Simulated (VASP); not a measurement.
# Si (I-42m) in VASP: single point with LDA

Aim: the single point of Si with LDA.

All numbers are computed with VASP 6.6.1; they aren't measurements. Logs are shortened: lines on timing, memory, paths and dates and some standing lists are left out, and cuts for length are marked.

## Step 1: The cell of the first run

The structure is tetragonal, space group I-42m (No. 121). The conventional cell has a = 6.492 Å, b = 6.492 Å, c = 3.753 Å, α = 90.00°, β = 90.00°, γ = 90.00°. Within 3.0 Å of Si (site symmetry m) lie 4 Si at 2.29 to 2.32 Å.

## Step 2: Single point, LDA

Input file INCAR:

```
SYSTEM = Si
PREC = Accurate ; ENCUT = 520
EDIFF = 1E-7 ; ISMEAR = 0
SIGMA = 0.03 ; LREAL = .False.
LASPH = .True. ; NELM = 100
ALGO = Normal ; ISIF = 2
LWAVE = .False. ; LCHARG = .True.
LELF = .True. ; LVHAR = .True.
NBANDS = 16
```

Input file KPOINTS:

```
Automatic mesh
0
Gamma
  10 10 10
  0 0 0
```

Input file POSCAR:

```
Si
1.0
   -3.2458898988      3.2458898988      1.8763861253
    3.2458898988     -3.2458898988      1.8763861253
    3.2458898988      3.2458898988     -1.8763861253
Si
4
Direct
    0.1678406131      0.1678406131      0.3576908752
    0.8101497379      0.8101497379      0.6423091248
    0.1898502621      0.8321593869      0.0000000000
    0.8321593869      0.1898502621      0.0000000000
```

Potentials or basis: VASP PAW LDA potentials, release 64 (Si).

Command:

```bash
cat potpaw_LDA.64/Si/POTCAR > POTCAR
mpirun -np 1 vasp_std > vasp.out
```

OUTCAR:

```text
SYSTEM = Si
   PREC = Accurate
   ENCUT = 520
   EDIFF = 1E-7
   ISMEAR = 0
   LREAL = .False.
   LASPH = .True.
   NELM = 100
   ISIF = 2

 ion  position               nearest neighbor table
   1  0.168  0.168  0.358-   2 2.29   2 2.29   3 2.32   4 2.32
   2  0.810  0.810  0.642-   1 2.29   1 2.29   4 2.32   3 2.32
   3  0.190  0.832  0.000-   4 2.29   4 2.29   1 2.32   2 2.32
   4  0.832  0.190  0.000-   3 2.29   3 2.29   1 2.32   2 2.32

  LATTYP: Found a body centered tetragonal cell.
 ALAT       =     6.4917797976
 C/A-ratio  =     0.5780806447

  Lattice vectors:

 A1 = (  -3.2458898988,   3.2458898988,   1.8763861253)
 A2 = (   3.2458898988,  -3.2458898988,   1.8763861253)
 A3 = (   3.2458898988,   3.2458898988,  -1.8763861253)

Analysis of symmetry for initial positions (statically):
=====================================================================
 Subroutine PRICEL returns:
 Original cell was already a primitive cell.

 Routine SETGRP: Setting up the symmetry group for a
 body centered tetragonal supercell.

 Subroutine GETGRP returns: Found  8 space group operations
 (whereof  8 operations were pure point group operations)
 out of a pool of 16 trial point group operations.

The static configuration has the point symmetry D_2d.

Analysis of symmetry for dynamics (positions and initial velocities):
=====================================================================
 Subroutine PRICEL returns:
 Original cell was already a primitive cell.

 Routine SETGRP: Setting up the symmetry group for a
 body centered tetragonal supercell.

 Subroutine GETGRP returns: Found  8 space group operations
 (whereof  8 operations were pure point group operations)
 out of a pool of 16 trial point group operations.

The dynamic configuration has the point symmetry D_2d.

 Subroutine INISYM returns: Found  8 space group operations
 (whereof  8 operations are pure point group operations),
 and found     1 'primitive' translations

----------------------------------------------------------------------------------------

                                     Primitive cell

  volume of cell :      79.0769

  direct lattice vectors                    reciprocal lattice vectors
    -3.245889899  3.245889899  1.876386125     0.000000000  0.154040961  0.266469674
     3.245889899 -3.245889899  1.876386125     0.154040961  0.000000000  0.266469674
     3.245889899  3.245889899 -1.876386125     0.154040961  0.154040961  0.000000000

  length of vectors
     4.959075253  4.959075253  4.959075253     0.307790034  0.307790034  0.217846817

  position of ions in fractional coordinates (direct lattice)
     0.167840613  0.167840613  0.357690875
     0.810149738  0.810149738  0.642309125
     0.189850262  0.832159387  0.000000000
     0.832159387  0.189850262  0.000000000

  ion indices of the primitive-cell ions
   primitive index   ion index
                 1           1
                 2           2
                 3           3
                 4           4

----------------------------------------------------------------------------------------

 KPOINTS: Automatic mesh

Automatic generation of k-mesh.
 Grid dimensions read from file:
 generate k-points for:   10   10   10

 Generating k-lattice:

  Cartesian coordinates                     Fractional coordinates (reciprocal lattice)
     0.000000000  0.015404096  0.026646967     0.100000000  0.000000000 -0.000000000
     0.015404096  0.000000000  0.026646967     0.000000000  0.100000000 -0.000000000
     0.015404096  0.015404096  0.000000000     0.000000000  0.000000000  0.100000000

  Length of vectors
     0.030779003  0.030779003  0.021784682

  Shift w.r.t. Gamma in fractional coordinates (k-lattice)
     0.000000000  0.000000000  0.000000000

 Subroutine IBZKPT returns following result:
 ===========================================

 Found    102 irreducible k-points:

 Following reciprocal coordinates:
            Coordinates               Weight
  0.000000  0.000000  0.000000      1.000000
  0.100000  0.000000 -0.000000      8.000000
  0.200000  0.000000 -0.000000      8.000000
  0.300000  0.000000 -0.000000      8.000000
  0.400000  0.000000 -0.000000      8.000000
  0.500000  0.000000 -0.000000      4.000000
[... 16 lines left out ...]
  0.300000  0.300000 -0.000000      8.000000
  0.400000  0.300000 -0.000000     16.000000
 [... further k-points ...]
   k-points           NKPTS =    102   k-points in BZ     NKDIM =    102   number of bands    NBANDS=     16
   number of dos      NEDOS =    301   number of ions     NIONS =      4
   total plane-waves  NPLWV =  64000
   dimension x,y,z NGX =    40 NGY =   40 NGZ =   40
   dimension x,y,z NGXF=    80 NGYF=   80 NGZF=   80
   ions per type =               4
   NGX,Y,Z   is equivalent  to a cutoff of  13.41, 13.41, 13.41 a.u.
   NGXF,Y,Z  is equivalent  to a cutoff of  26.82, 26.82, 26.82 a.u.
 SYSTEM =  Si
   PREC   = accura    normal or accurate (medium, high low for compatibility)
   ISTART =      0    job   : 0-new  1-cont  2-samecut
   ICHARG =      2    charge: 1-file 2-atom 10-const
   ISPIN  =      1    spin polarized calculation?
   LNONCOLLINEAR =      F non collinear calculations
   LSORBIT =      F    spin-orbit coupling
   LASPH  =      T    aspherical Exc in radial PAW
   ENCUT  =  520.0 eV  38.22 Ry    6.18 a.u.   9.22  9.22  9.22*2*pi/ulx,y,z
   NELM   =    100;   NELMIN=  2; NELMDL= -5     # of ELM steps
   EDIFF  = 0.1E-06   stopping-criterion for ELM
   LREAL  =      F    real-space projection
   EDIFFG = 0.1E-05   stopping-criterion for IOM
   NSW    =      0    number of steps for IOM
   IBRION =     -1    ionic relax: 0-MD 1-quasi-New 2-CG
   NFREE  =      0    steps in history (QN), initial steepest desc. (CG)
   ISIF   =      2    stress and relaxation
   ISYM   =      2    0-nonsym 1-usesym 2-fastsym
   POTIM  = 0.5000    time-step for ionic-motion
   TEBEG  =    0.0;   TEEND  =   0.0 temperature during run
   PSTRESS=    0.0 pullay stress
   NELECT =      16.0000    total number of electrons
   NUPDOWN=      -1.0000    fix difference up-down
   EMIN   =  10.00;   EMAX   =-10.00  energy-range for DOS
   EFERMI =   0.00;   METHOD = LEGACY
   ISMEAR =     0;   SIGMA  =   0.03  broadening in eV -4-tet -1-fermi 0-gaus
   EFERMI_NEDOS =   21; number of points for ismear=-14 and -15
   IALGO  =     38    algorithm
   IMIX   =      4    mixing-type and parameters
     AMIX     =   0.40;   BMIX     =  1.00
     AMIX_MAG =   1.60;   BMIX_MAG =  1.00
  volume/ion in A,a.u.               =      19.77       133.41
  Fermi-wavevector in a.u.,A,eV,Ry     =   0.961092  1.816200 12.567668  0.923698
  Thomas-Fermi vector in A             =   2.090433
   LORBIT       =      0    0 simple, 1 ext, 2 COOP (PROOUT), +10 PAW based schemes
   GGA     = CA    functional components
   LHFCALC =     F    Hartree Fock is set to
   AEXX    =    0.0000 exact exchange contribution
   IVDW    =     0    specifies the selected vdW correction
   LEPSILON=     F    determine dielectric tensor
   LRPA    =     F    only Hartree local field effects (RPA)
 non-spin polarized calculation
 Gauss-broadening in eV      SIGMA  =   0.03
  energy-cutoff  :      520.00
  volume of cell :       79.08
 maximum number of plane-waves:      2144
 NGX is ok and might be reduce to    40
   NGX = 19   NGY = 19   NGZ = 19

 number of electron      16.0000000 magnetization

 Free energy of the ion-electron system (eV)
  ---------------------------------------------------
  ext. energy  EPLUGINS =         0.00000000
  ---------------------------------------------------
  free energy    TOTEN  =       -23.31340946 eV

  energy without entropy =      -23.31330272  energy(sigma->0) =      -23.31335609

 E-fermi :   6.1445     XC(G=0):  -9.5785

 val. band max:        6.0532180063   @ k =   0.5000   0.5000   0.4000
 cond. band min:       6.1462603294   @ k =   0.5000   0.5000   0.5000
 fundamental gap:      0.0930423231
 Fermi energy:         6.1445301170

 k-point     1 :       0.0000    0.0000    0.0000
  band No.  band energies     occupation
      1      -6.4305      2.00000
      2      -1.8802      2.00000
      3       0.3586      2.00000
      4       0.3586      2.00000
      5       2.0648      2.00000
      6       4.5540      2.00000
[... 8 lines left out ...]
     15      11.4500      0.00000
     16      12.9105      0.00000

 k-point     2 :       0.1000    0.0000   -0.0000
  band No.  band energies     occupation
      1      -6.3127      2.00000
      2      -1.9143      2.00000
      3       0.2098      2.00000
      4       0.5494      2.00000
      5       2.1836      2.00000
      6       3.8824      2.00000
[... 8 lines left out ...]
     15      10.9409      0.00000
     16      13.5059      0.00000

 k-point     3 :       0.2000    0.0000   -0.0000
  band No.  band energies     occupation
      1      -5.9651      2.00000
      2      -1.9421      2.00000
      3      -0.2047      2.00000
      4       0.8810      2.00000
      5       2.3680      2.00000
      6       2.7243      2.00000
[... 8 lines left out ...]
     15      11.3761      0.00000
     16      13.3027      0.00000

 k-point     4 :       0.3000    0.0000   -0.0000
  band No.  band energies     occupation
      1      -5.4109      2.00000
      2      -1.8652      2.00000
      3      -0.9329      2.00000
      4       0.6874      2.00000
      5       1.8642      2.00000
      6       2.4505      2.00000
[... 8 lines left out ...]
     15      12.4396      0.00000
     16      13.0602      0.00000
[... 324 lines left out ...]
 k-point    22 :      -0.2000    0.2000    0.0000
  band No.  band energies     occupation
      1      -6.1987      2.00000
      2      -2.7427      2.00000
      3       0.4069      2.00000
      4       0.5453      2.00000
      5       3.1112      2.00000
      6       4.3162      2.00000
[... 8 lines left out ...]
     15      11.9275      0.00000
     16      13.7589      0.00000

 k-point    23 :       0.3000    0.3000   -0.0000
  band No.  band energies     occupation
      1      -4.2092      2.00000
      2      -2.7753      2.00000
      3      -1.9344      2.00000
      4       0.2587      2.00000
      5       1.3466      2.00000
      6       3.0403      2.00000
[... 8 lines left out ...]
     15      12.7336      0.00000
     16      14.1128      0.00000

 k-point    24 :       0.4000    0.3000   -0.0000
  band No.  band energies     occupation
      1      -4.6335      2.00000
      2      -3.3892      2.00000
      3      -1.2083      2.00000
      4       0.9331      2.00000
      5       1.5993      2.00000
      6       2.8935      2.00000
[... 8 lines left out ...]
     15      12.3120      0.00000
     16      13.1905      0.00000

 [... further k-points ...]
[... 5 lines left out ...]
  --------------------------------------------------------------------------------------
  -------------------------------------------------------------------------------------
  Total        2.4190246      2.4190246      2.5801107      0.0000000      0.0000000      0.0000000
  in kB       49.0118508     49.0118508     52.2756156      0.0000000      0.0000000      0.0000000
  external PRESSURE =      50.0997724 kB  Pullay stress =       0.0000000 kB

 VOLUME and BASIS-vectors are now :
 -----------------------------------------------------------------------------
  energy-cutoff  :      520.00
  volume of cell :       79.08
      direct lattice vectors                 reciprocal lattice vectors
    -3.245889899  3.245889899  1.876386125     0.000000000  0.154040961  0.266469674
     3.245889899 -3.245889899  1.876386125     0.154040961  0.000000000  0.266469674
     3.245889899  3.245889899 -1.876386125     0.154040961  0.154040961  0.000000000

 POSITION                                       TOTAL-FORCE (eV/Angst)
 -----------------------------------------------------------------------------------
      1.16103      1.16103     -0.04130         0.037991      0.037991      0.058143
      2.08486      2.08486      1.83509        -0.037991     -0.037991      0.058143
      2.08486     -2.08486      1.91768        -0.037991      0.037991     -0.058143
     -2.08486      2.08486      1.91768         0.037991     -0.037991     -0.058143
 -----------------------------------------------------------------------------------
    total drift:                               -0.000000     -0.000000     -0.000000

  FREE ENERGIE OF THE ION-ELECTRON SYSTEM (eV)
  ---------------------------------------------------
  free  energy   TOTEN  =       -23.3134094587 eV

  energy  without entropy=      -23.3133027234  energy(sigma->0) =      -23.31335609
```

Run time: 66 s. Hardware: 1 thread of Intel Xeon Platinum 8559C (Emerald Rapids), shared host; peak memory 0.23 GiB.

Results:

| Property | Result |
| --- | --- |
| Free energy | -23.3134 eV |
| Pressure | 5.0 GPa |
| Largest force | 0.079 eV/Å |

Forces on the atoms (eV/Å):
```
Si   0.038  0.038  0.058
Si  -0.038 -0.038  0.058
Si  -0.038  0.038 -0.058
Si   0.038 -0.038 -0.058
```
